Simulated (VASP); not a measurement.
# AgCl (P4mm) in VASP: single point with PBEsol

Aim: the single point of AgCl with PBEsol.

Program: VASP 6.6.1. These are calculated values, not measurements. Logs are shortened: lines on timing, memory, paths and dates and some standing lists are left out, and cuts for length are marked.

**1. The cell of the first run**

Symmetry: P4mm, No. 99, tetragonal system. The conventional cell has a = 3.434 Å, b = 3.434 Å, c = 3.434 Å, α = 90.00°, β = 90.00°, γ = 90.00°. Ag (site symmetry 4mm) has 8 Cl at 2.97 to 2.98 Å and 6 Ag at 3.43 Å within 3.9 Å. Cl (site symmetry 4mm) has 8 Ag at 2.97 to 2.98 Å and 6 Cl at 3.43 Å within 3.9 Å.

**2. Single point, PBEsol**

File INCAR:

```
ALGO = Normal
EDIFF = 1E-7
ENCUT = 520
GGA = PS
ISIF = 2
ISMEAR = 0
LASPH = True
LCHARG = True
LELF = True
LREAL = False
LVHAR = True
LWAVE = False
NBANDS = 16
NELM = 80
PREC = Accurate
SIGMA = 0.01
```

File KPOINTS:

```
k-points
0
Gamma
  5 5 5
```

File POSCAR:

```
AgCl
1.0
    3.4339730000      0.0000000000      0.0000000000
    0.0000000000      3.4339730000      0.0000000000
    0.0000000000      0.0000000000      3.4339730000
Ag Cl
1 1
Direct
    0.0000000000      0.0029120788      0.0000000000
    0.5000000000      0.5000000000      0.5000000000
```

Potentials or basis: VASP PAW PBE potentials, release 64 (Ag, Cl).

Launch:

```bash
cat potpaw_PBE.64/Ag/POTCAR potpaw_PBE.64/Cl/POTCAR > POTCAR
mpirun -np 1 vasp_std > vasp.out
```

OUTCAR:

```text
EDIFF = 1E-7
   ENCUT = 520
   GGA = PS
   ISIF = 2
   ISMEAR = 0
   LASPH = True
   LREAL = False
   NELM = 80
   PREC = Accurate

 ion  position               nearest neighbor table
   1  0.000  0.003  0.000-   2 2.97   2 2.97   2 2.97   2 2.97   2 2.98   2 2.98   2 2.98   2 2.98

   2  0.500  0.500  0.500-   1 2.97   1 2.97   1 2.97   1 2.97   1 2.98   1 2.98   1 2.98   1 2.98

  LATTYP: Found a simple cubic cell.
 ALAT       =     3.4339730000

  Lattice vectors:

 A1 = (   3.4339730000,   0.0000000000,   0.0000000000)
 A2 = (   0.0000000000,   3.4339730000,   0.0000000000)
 A3 = (   0.0000000000,   0.0000000000,   3.4339730000)

Analysis of symmetry for initial positions (statically):
=====================================================================
 Subroutine PRICEL returns:
 Original cell was already a primitive cell.

 Routine SETGRP: Setting up the symmetry group for a
 simple cubic supercell.

 Subroutine GETGRP returns: Found  8 space group operations
 (whereof  8 operations were pure point group operations)
 out of a pool of 48 trial point group operations.

The static configuration has the point symmetry C_4v.

Analysis of symmetry for dynamics (positions and initial velocities):
=====================================================================
 Subroutine PRICEL returns:
 Original cell was already a primitive cell.

 Routine SETGRP: Setting up the symmetry group for a
 simple cubic supercell.

 Subroutine GETGRP returns: Found  8 space group operations
 (whereof  8 operations were pure point group operations)
 out of a pool of 48 trial point group operations.

The dynamic configuration has the point symmetry C_4v.

 Subroutine INISYM returns: Found  8 space group operations
 (whereof  8 operations are pure point group operations),
 and found     1 'primitive' translations

----------------------------------------------------------------------------------------

                                     Primitive cell

  volume of cell :      40.4940

  direct lattice vectors                    reciprocal lattice vectors
     3.433973000  0.000000000  0.000000000     0.291207881  0.000000000  0.000000000
     0.000000000  3.433973000  0.000000000     0.000000000  0.291207881  0.000000000
     0.000000000  0.000000000  3.433973000     0.000000000  0.000000000  0.291207881

  length of vectors
     3.433973000  3.433973000  3.433973000     0.291207881  0.291207881  0.291207881

  position of ions in fractional coordinates (direct lattice)
     0.000000000  0.002912079  0.000000000
     0.500000000  0.500000000  0.500000000

  ion indices of the primitive-cell ions
   primitive index   ion index
                 1           1
                 2           2

----------------------------------------------------------------------------------------

 KPOINTS: k-points

Automatic generation of k-mesh.
 Grid dimensions read from file:
 generate k-points for:    5    5    5

 Generating k-lattice:

  Cartesian coordinates                     Fractional coordinates (reciprocal lattice)
     0.058241576  0.000000000  0.000000000     0.200000000  0.000000000  0.000000000
     0.000000000  0.058241576  0.000000000     0.000000000  0.200000000  0.000000000
     0.000000000  0.000000000  0.058241576     0.000000000  0.000000000  0.200000000

  Length of vectors
     0.058241576  0.058241576  0.058241576

  Shift w.r.t. Gamma in fractional coordinates (k-lattice)
     0.000000000  0.000000000  0.000000000

 Subroutine IBZKPT returns following result:
 ===========================================

 Found     18 irreducible k-points:

 Following reciprocal coordinates:
            Coordinates               Weight
  0.000000  0.000000  0.000000      1.000000
  0.200000  0.000000  0.000000      4.000000
  0.000000  0.200000  0.000000      2.000000
  0.400000  0.000000  0.000000      4.000000
  0.000000  0.400000  0.000000      2.000000
  0.200000  0.200000  0.000000      8.000000
[... 10 lines left out ...]
  0.400000  0.200000  0.400000      8.000000
  0.400000  0.400000  0.400000      8.000000
   k-points           NKPTS =     18   k-points in BZ     NKDIM =     18   number of bands    NBANDS=     16
   number of dos      NEDOS =    301   number of ions     NIONS =      2
   total plane-waves  NPLWV =  21952
   dimension x,y,z NGX =    28 NGY =   28 NGZ =   28
   dimension x,y,z NGXF=    56 NGYF=   56 NGZF=   56
   ions per type =               1   1
   NGX,Y,Z   is equivalent  to a cutoff of  13.56, 13.56, 13.56 a.u.
   NGXF,Y,Z  is equivalent  to a cutoff of  27.11, 27.11, 27.11 a.u.
 SYSTEM =  unknown system
   PREC   = accura    normal or accurate (medium, high low for compatibility)
   ISTART =      0    job   : 0-new  1-cont  2-samecut
   ICHARG =      2    charge: 1-file 2-atom 10-const
   ISPIN  =      1    spin polarized calculation?
   LNONCOLLINEAR =      F non collinear calculations
   LSORBIT =      F    spin-orbit coupling
   LASPH  =      T    aspherical Exc in radial PAW
   ENCUT  =  520.0 eV  38.22 Ry    6.18 a.u.   6.38  6.38  6.38*2*pi/ulx,y,z
   NELM   =     80;   NELMIN=  2; NELMDL= -5     # of ELM steps
   EDIFF  = 0.1E-06   stopping-criterion for ELM
   LREAL  =      F    real-space projection
   EDIFFG = 0.1E-05   stopping-criterion for IOM
   NSW    =      0    number of steps for IOM
   IBRION =     -1    ionic relax: 0-MD 1-quasi-New 2-CG
   NFREE  =      0    steps in history (QN), initial steepest desc. (CG)
   ISIF   =      2    stress and relaxation
   ISYM   =      2    0-nonsym 1-usesym 2-fastsym
   POTIM  = 0.5000    time-step for ionic-motion
   TEBEG  =    0.0;   TEEND  =   0.0 temperature during run
   PSTRESS=    0.0 pullay stress
   NELECT =      18.0000    total number of electrons
   NUPDOWN=      -1.0000    fix difference up-down
   EMIN   =  10.00;   EMAX   =-10.00  energy-range for DOS
   EFERMI =   0.00;   METHOD = LEGACY
   ISMEAR =     0;   SIGMA  =   0.01  broadening in eV -4-tet -1-fermi 0-gaus
   EFERMI_NEDOS =   21; number of points for ismear=-14 and -15
   IALGO  =     38    algorithm
   IMIX   =      4    mixing-type and parameters
     AMIX     =   0.40;   BMIX     =  1.00
     AMIX_MAG =   1.60;   BMIX_MAG =  1.00
  volume/ion in A,a.u.               =      20.25       136.63
  Fermi-wavevector in a.u.,A,eV,Ry     =   1.249402  2.361027 21.238760  1.561005
  Thomas-Fermi vector in A             =   2.383444
   LORBIT       =      0    0 simple, 1 ext, 2 COOP (PROOUT), +10 PAW based schemes
   GGA     = PS    functional components
   LHFCALC =     F    Hartree Fock is set to
   AEXX    =    0.0000 exact exchange contribution
   IVDW    =     0    specifies the selected vdW correction
   LEPSILON=     F    determine dielectric tensor
   LRPA    =     F    only Hartree local field effects (RPA)
 non-spin polarized calculation
 Gauss-broadening in eV      SIGMA  =   0.01
  energy-cutoff  :      520.00
  volume of cell :       40.49
 maximum number of plane-waves:      1100
 NGX is ok and might be reduce to    28
   NGX = 13   NGY = 13   NGZ = 13

 number of electron      18.0000002 magnetization

 Free energy of the ion-electron system (eV)
  ---------------------------------------------------
  ext. energy  EPLUGINS =         0.00000000
  ---------------------------------------------------
  free energy    TOTEN  =        -5.75785307 eV

  energy without entropy =       -5.75785307  energy(sigma->0) =       -5.75785307

 E-fermi :   3.7441     XC(G=0): -10.6163

 val. band max:        3.6921644530   @ k =   0.4000   0.0000   0.0000
 cond. band min:       4.2012550302   @ k =   0.0000   0.0000   0.0000
 fundamental gap:      0.5090905772
 Fermi energy:         3.7440923019

 k-point     1 :       0.0000    0.0000    0.0000
  band No.  band energies     occupation
      1     -10.7750      2.00000
      2       1.0317      2.00000
      3       1.0320      2.00000
      4       1.9889      2.00000
      5       1.9889      2.00000
      6       1.9896      2.00000
[... 8 lines left out ...]
     15      17.2868      0.00000
     16      20.1758      0.00000

 k-point     2 :       0.2000    0.0000    0.0000
  band No.  band energies     occupation
      1     -10.6218      2.00000
      2       0.2777      2.00000
      3       1.0826      2.00000
      4       1.3791      2.00000
      5       1.3797      2.00000
      6       1.7979      2.00000
[... 8 lines left out ...]
     15      17.0043      0.00000
     16      20.0316      0.00000

 k-point     3 :       0.0000    0.2000    0.0000
  band No.  band energies     occupation
      1     -10.6218      2.00000
      2       0.2777      2.00000
      3       1.0829      2.00000
      4       1.3792      2.00000
      5       1.3792      2.00000
      6       1.7983      2.00000
[... 8 lines left out ...]
     15      17.0049      0.00000
     16      20.0319      0.00000

 k-point     4 :       0.4000    0.0000    0.0000
  band No.  band energies     occupation
      1     -10.3488      2.00000
      2      -1.0981      2.00000
      3       0.9652      2.00000
      4       0.9655      2.00000
      5       1.1674      2.00000
      6       2.0356      2.00000
[... 8 lines left out ...]
     15      19.5696      0.00000
     16      19.8035      0.00000
[... 210 lines left out ...]
 k-point    16 :       0.4000    0.4000    0.2000
  band No.  band energies     occupation
      1      -9.9387      2.00000
      2      -0.1824      2.00000
      3      -0.0684      2.00000
      4       0.8491      2.00000
      5       1.6056      2.00000
      6       1.9935      2.00000
[... 8 lines left out ...]
     15      18.4315      0.00000
     16      18.7261      0.00000

 k-point    17 :       0.4000    0.2000    0.4000
  band No.  band energies     occupation
      1      -9.9387      2.00000
      2      -0.1825      2.00000
      3      -0.0685      2.00000
      4       0.8491      2.00000
      5       1.6056      2.00000
      6       1.9937      2.00000
[... 8 lines left out ...]
     15      18.4311      0.00000
     16      18.7258      0.00000

 k-point    18 :       0.4000    0.4000    0.4000
  band No.  band energies     occupation
      1      -9.7326      2.00000
      2      -0.3929      2.00000
      3      -0.3929      2.00000
      4      -0.1619      2.00000
      5       2.1496      2.00000
      6       2.1496      2.00000
[... 8 lines left out ...]
     15      19.2428      0.00000
     16      19.4039      0.00000

------------------------ aborting loop because EDIFF is reached ----------------------------------------

  FORCE on cell =-STRESS in cart. coord.  units (eV):
  Direction    XX          YY          ZZ          XY          YZ          ZX
  --------------------------------------------------------------------------------------
  -------------------------------------------------------------------------------------
  Total       -1.1755251     -1.1755902     -1.1755251      0.0000000      0.0000000      0.0000000
  in kB      -46.5105921    -46.5131678    -46.5105921      0.0000000      0.0000000      0.0000000
  external PRESSURE =     -46.5114507 kB  Pullay stress =       0.0000000 kB

 VOLUME and BASIS-vectors are now :
 -----------------------------------------------------------------------------
  energy-cutoff  :      520.00
  volume of cell :       40.49
      direct lattice vectors                 reciprocal lattice vectors
     3.433973000  0.000000000  0.000000000     0.291207881  0.000000000  0.000000000
     0.000000000  3.433973000  0.000000000     0.000000000  0.291207881  0.000000000
     0.000000000  0.000000000  3.433973000     0.000000000  0.000000000  0.291207881

 POSITION                                       TOTAL-FORCE (eV/Angst)
 -----------------------------------------------------------------------------------
      0.00000      0.01000      0.00000         0.000000      0.001645      0.000000
      1.71699      1.71699      1.71699         0.000000     -0.001645     -0.000000
 -----------------------------------------------------------------------------------
    total drift:                               -0.000000     -0.000011      0.000002

  FREE ENERGIE OF THE ION-ELECTRON SYSTEM (eV)
  ---------------------------------------------------
  free  energy   TOTEN  =        -5.7578530740 eV

  energy  without entropy=       -5.7578530740  energy(sigma->0) =       -5.75785307
```

It took 7.3 s on 1 thread of Intel Xeon Platinum 8488C (Sapphire Rapids), shared host; peak memory 0.15 GiB.

What came out:

- Free energy: -5.7579 eV
- Pressure: -4.7 GPa
- Band gap on the k mesh: 0.51 eV, indirect (least direct gap 1.93 eV)

Caveat: the PAW data sets were made with another functional, which shifts forces and pressure a little.
